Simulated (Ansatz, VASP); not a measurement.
## BAs: VASP beside Ansatz

```
B As
1.0
     0.00000    2.38850    2.38850
     2.38850    0.00000    2.38850
     2.38850    2.38850    0.00000
B As
1 1
Direct
  0.00000 0.00000 0.00000
  0.75000 0.75000 0.75000
```

Alike in both runs: task single point; functional LDA; k mesh 10 × 10 × 10; occupations fermi-dirac, width 0.2 eV; no spin polarisation.

|  | VASP | Ansatz |
| --- | --- | --- |
| version | VASP 6.6.1 | Ansatz 0.2.0 |
| potentials or method | VASP PAW LDA potentials, release 64 (B, As), cutoff 520 eV | scalar-relativistic, plane waves, PAW |
| valence electrons in the cell | 8 | 18 |

|  | VASP | Ansatz | Ansatz less VASP |
| --- | --- | --- | --- |
| gap on the k mesh at the Fermi level (eV) | 1.12 | 1.13 | +0.007 |
| least direct gap on the mesh (eV) | 3.25 | 3.25 | +0.004 |
| pressure (GPa) | -3.1 | -3.9 | -0.84 |

LDA's correlation is that of Perdew and Zunger in VASP and of Perdew and Wang (1992) in Ansatz. VASP's potentials hold 8 valence electrons a cell and Ansatz's 18, so a difference there can come from the potentials and not from the codes.
